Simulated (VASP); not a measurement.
# V (P-1) in VASP: single point with PBE

Aim: the single point of V with PBE.

Program: VASP 6.6.1. These are calculated values, not measurements. Logs are shortened: lines on timing, memory, paths and dates and some standing lists are left out, and cuts for length are marked.

## Step 1: The cell of the first run

The typed cell holds 2 atoms: a = 2.604 Å, b = 2.604 Å, c = 4.723 Å, α = 90.00°, β = 90.00°, γ = 120.00°.

## Step 2: Single point, PBE (atom 1 (V) moved by (+0.450, -0.450) A along [1 1 0] and z)

The input, INCAR:

```
SYSTEM = V
ALGO     = Fast           ! electronic algorithm
EDIFF    = 1E-6           ! SCF threshold, eV
ENCUT    = 520            ! plane-wave cutoff, eV
GGA      = PE             ! functional
ISIF     = 2              ! what is computed and relaxed
ISMEAR   = 0              ! smearing method
LASPH    = .True.         ! aspherical terms in the spheres
LCHARG   = .False.        ! write CHGCAR
LREAL    = .False.        ! projectors in reciprocal space
LWAVE    = .False.        ! write WAVECAR
NBANDS   = 20             ! bands
NELM     = 60             ! most SCF steps
PREC     = Accurate       ! precision mode
SIGMA    = 0.15           ! smearing width, eV
```

The input, KPOINTS:

```
k-points
0
Gamma
  21 21 10
  0 0 0
```

The input, POSCAR:

```
V
1.0
    2.6042941027      0.0000000000      0.0000000000
   -1.3021470513      2.2553848518      0.0000000000
    0.0000000000      0.0000000000      4.7233360000
V
2
Direct
    0.8593905920      0.4744170385      0.6547283530
    0.3333333333      0.6666666667      0.2500000000
```

Potentials or basis: VASP PAW PBE potentials, release 64 (V_sv).

The run is started by

```bash
cat potpaw_PBE.64/V_sv/POTCAR > POTCAR
mpirun -np 1 vasp_std > vasp.out
```

OUTCAR:

```text
SYSTEM = V
   EDIFF = 1E-6
   ENCUT = 520
   GGA = PE
   ISIF = 2
   ISMEAR = 0
   LASPH = .True.
   LREAL = .False.
   NELM = 60
   PREC = Accurate

 ion  position               nearest neighbor table
   1  0.859  0.474  0.655-   2 2.19   2 2.54   2 2.66
   2  0.333  0.667  0.250-   1 2.19   1 2.54   1 2.66

  LATTYP: Found a hexagonal cell.
 ALAT       =     2.6042941027
 C/A-ratio  =     1.8136722712

  Lattice vectors:

 A1 = (   2.6042941027,   0.0000000000,   0.0000000000)
 A2 = (  -1.3021470513,   2.2553848518,   0.0000000000)
 A3 = (   0.0000000000,   0.0000000000,   4.7233360000)

Analysis of symmetry for initial positions (statically):
=====================================================================
 Subroutine PRICEL returns:
 Original cell was already a primitive cell.

 Routine SETGRP: Setting up the symmetry group for a
 hexagonal supercell.

 Subroutine GETGRP returns: Found  2 space group operations
 (whereof  1 operations were pure point group operations)
 out of a pool of 24 trial point group operations.

The static configuration has the point symmetry C_1 .
 The point group associated with its full space group is S_2 .

Analysis of symmetry for dynamics (positions and initial velocities):
=====================================================================
 Subroutine PRICEL returns:
 Original cell was already a primitive cell.

 Routine SETGRP: Setting up the symmetry group for a
 hexagonal supercell.

 Subroutine GETGRP returns: Found  2 space group operations
 (whereof  1 operations were pure point group operations)
 out of a pool of 24 trial point group operations.

The dynamic configuration has the point symmetry C_1 .
 The point group associated with its full space group is S_2 .

 Subroutine INISYM returns: Found  2 space group operations
 (whereof  1 operations are pure point group operations),
 and found     1 'primitive' translations

----------------------------------------------------------------------------------------

                                     Primitive cell

  volume of cell :      27.7434

  direct lattice vectors                    reciprocal lattice vectors
     2.604294103  0.000000000  0.000000000     0.383981210  0.221691655  0.000000000
    -1.302147051  2.255384852  0.000000000     0.000000000  0.443383310  0.000000000
     0.000000000  0.000000000  4.723336000     0.000000000  0.000000000  0.211714771

  length of vectors
[... 79 lines left out ...]
   LASPH  =      T    aspherical Exc in radial PAW
   ENCUT  =  520.0 eV  38.22 Ry    6.18 a.u.   4.84  4.84  8.78*2*pi/ulx,y,z
   NELM   =     60;   NELMIN=  2; NELMDL= -5     # of ELM steps
   EDIFF  = 0.1E-05   stopping-criterion for ELM
   LREAL  =      F    real-space projection
   EDIFFG = 0.1E-04   stopping-criterion for IOM
   NSW    =      0    number of steps for IOM
   IBRION =     -1    ionic relax: 0-MD 1-quasi-New 2-CG
   NFREE  =      0    steps in history (QN), initial steepest desc. (CG)
   ISIF   =      2    stress and relaxation
   ISYM   =      2    0-nonsym 1-usesym 2-fastsym
   POTIM  = 0.5000    time-step for ionic-motion
   TEBEG  =    0.0;   TEEND  =   0.0 temperature during run
   PSTRESS=    0.0 pullay stress
   NELECT =      26.0000    total number of electrons
   NUPDOWN=      -1.0000    fix difference up-down
   EMIN   =  10.00;   EMAX   =-10.00  energy-range for DOS
   EFERMI =   0.00;   METHOD = LEGACY
   ISMEAR =     0;   SIGMA  =   0.15  broadening in eV -4-tet -1-fermi 0-gaus
   EFERMI_NEDOS =   21; number of points for ismear=-14 and -15
   IALGO  =     68    algorithm
   IMIX   =      4    mixing-type and parameters
     AMIX     =   0.40;   BMIX     =  1.00
     AMIX_MAG =   1.60;   BMIX_MAG =  1.00
  volume/ion in A,a.u.               =      13.87        93.61
  Fermi-wavevector in a.u.,A,eV,Ry     =   1.602062  3.027459 34.920768  2.566604
  Thomas-Fermi vector in A             =   2.698942
   LORBIT       =      0    0 simple, 1 ext, 2 COOP (PROOUT), +10 PAW based schemes
   GGA     = PE    functional components
   LHFCALC =     F    Hartree Fock is set to
   AEXX    =    0.0000 exact exchange contribution
   IVDW    =     0    specifies the selected vdW correction
   LEPSILON=     F    determine dielectric tensor
   LRPA    =     F    only Hartree local field effects (RPA)
 non-spin polarized calculation
 RMM-DIIS sequential band-by-band and
 Gauss-broadening in eV      SIGMA  =   0.15
  energy-cutoff  :      520.00
  volume of cell :       27.74
 maximum number of plane-waves:       771
   NGX =  9   NGY =  9   NGZ = 17

 number of electron      26.0000011 magnetization

 Free energy of the ion-electron system (eV)
  ---------------------------------------------------
  ext. energy  EPLUGINS =         0.00000000
  ---------------------------------------------------
  free energy    TOTEN  =       -16.75776708 eV

  energy without entropy =      -16.71103695  energy(sigma->0) =      -16.73440201

 E-fermi :   9.7056     XC(G=0): -12.6001

 val. band max:        9.7055491959   @ k =  -0.1429  -0.4762   0.0000
 cond. band min:       9.7057137668   @ k =   0.0952  -0.1429  -0.1000
 fundamental gap:      0.0001645710
 Fermi energy:         9.7055720963

 k-point     1 :       0.0000    0.0000    0.0000
  band No.  band energies     occupation
      1     -54.3358      2.00000
      2     -53.9900      2.00000
      3     -28.7127      2.00000
      4     -27.6366      2.00000
      5     -27.5817      2.00000
      6     -27.5526      2.00000
[... 541 lines left out ...]
     19      13.2005      0.00000
     20      16.9789      0.00000

 [... further k-points ...]

------------------------ aborting loop because EDIFF is reached ----------------------------------------

  FORCE on cell =-STRESS in cart. coord.  units (eV):
  Direction    XX          YY          ZZ          XY          YZ          ZX
  --------------------------------------------------------------------------------------
  -------------------------------------------------------------------------------------
  Total        4.0224123      2.1464563      1.6202335      0.5389995      0.9734171      0.1052489
  in kB      232.2938094    123.9575826     93.5682817     31.1271517     56.2147160      6.0781092
  external PRESSURE =     149.9398912 kB  Pullay stress =       0.0000000 kB

 VOLUME and BASIS-vectors are now :
 -----------------------------------------------------------------------------
  energy-cutoff  :      520.00
  volume of cell :       27.74
      direct lattice vectors                 reciprocal lattice vectors
     2.604294103  0.000000000  0.000000000     0.383981210  0.221691655  0.000000000
    -1.302147051  2.255384852  0.000000000     0.000000000  0.443383310  0.000000000
     0.000000000  0.000000000  4.723336000     0.000000000  0.000000000  0.211714771

 POSITION                                       TOTAL-FORCE (eV/Angst)
 -----------------------------------------------------------------------------------
      1.62035      1.06999      3.09250        -0.170196      0.475333      3.197135
     -0.00000      1.50359      1.18083         0.170196     -0.475333     -3.197135
 -----------------------------------------------------------------------------------
    total drift:                               -0.000026      0.000006      0.000034

  FREE ENERGIE OF THE ION-ELECTRON SYSTEM (eV)
  ---------------------------------------------------
  free  energy   TOTEN  =       -16.7577670752 eV

  energy  without entropy=      -16.7110369464  energy(sigma->0) =      -16.73440201
```

stdout:

```text
POSCAR found type information on POSCAR V
 POSCAR found :  1 types and       2 ions
 scaLAPACK will be used
 LDA part: xc-table for (Slater+PW92), standard interpolation
 POSCAR, INCAR and KPOINTS ok, starting setup
 FFT: planning ... GRIDC
 FFT: planning ... GRID_SOFT
 FFT: planning ... GRID
 WAVECAR not read
 entering main loop
```

Wall time 6.7 min (1 thread of Intel Xeon 6975P-C (Granite Rapids), shared host); peak memory 0.97 GiB.

What came out:

```yaml
Free_energy: -16.7578 eV
Pressure: 15.0 GPa
Largest_force: 3.237 eV/Å
Band_gap_on_the_k_mesh: zero (bands 13 and 14 overlap by 1.33 eV)
```

Forces in eV/Å, atoms in the order of the input:
```
V   -0.170  0.475  3.197
V    0.170 -0.475 -3.197
```

Stress tensor (GPa, compression positive):
```
23.23  3.11  0.61
 3.11 12.40  5.62
 0.61  5.62  9.36
```

Levels at points of the mesh, in eV from the Fermi level:
| k point | band 9 | band 10 | band 11 | band 12 | band 13 | band 14 | band 15 | band 16 | band 17 | band 18 |
| --- | --- | --- | --- | --- | --- | --- | --- | --- | --- | --- |
| (0.00, 0.00, 0.00) | -6.72 | -3.62 | -1.44 | 0.09 | 0.17 | 0.29 | 0.71 | 1.24 | 1.57 | 2.41 |
| (0.00, 0.00, 0.50) | -5.30 | -4.77 | -2.09 | -0.13 | 0.06 | 0.11 | 0.28 | 0.97 | 1.82 | 2.60 |

Caveat: the cell differs from its parent crystal (atom 1 (V) moved by (+0.450, -0.450) A along [1 1 0] and z); the cell stands under pressure; forces of over 1 eV/Å act on the atoms, so gaps and moduli don't describe the material at rest.
